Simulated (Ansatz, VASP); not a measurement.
## Li in VASP and in Ansatz

```xyz
3
Lattice="1.5809 0.9127 7.7371 -1.5809 0.9127 7.7371 0.0000 -1.8255 7.7371" Properties=species:S:1:pos:R:3 pbc="T T T"
Li    0.0000    0.0000    0.0000
Li    0.0000    0.0000    5.1529
Li    0.0000    0.0000   18.0585
```

Change from the starting cell: volume scaled by 1.06, crystal datasets.

Alike in both runs: task electric field gradients; functional PBEsol; k mesh 12 × 12 × 12; occupations fermi-dirac, width 0.05 eV; no spin polarisation.

```csv
,VASP,Ansatz
version,VASP 6.6.1,Ansatz 0.2.0
potentials or method,"VASP PAW PBE potentials, release 64 (Li_sv), cutoff 520 eV","all-electron PAW with datasets made for the crystal, scalar-relativistic"
```

```tsv
	VASP	Ansatz	Ansatz less VASP
rms of the force components (eV/Å)	0.004	0.004	0.0000
```

VASP's potentials were made for PBE, not for PBEsol. Atom by atom the forces differ by 0.000 eV/Å (rms over components). Ansatz ran all-electron here, and VASP with PAW potentials.

Noted on VASP's run: the cutoff is under 1.25 times that of the potentials, so the pressure is a little rough.
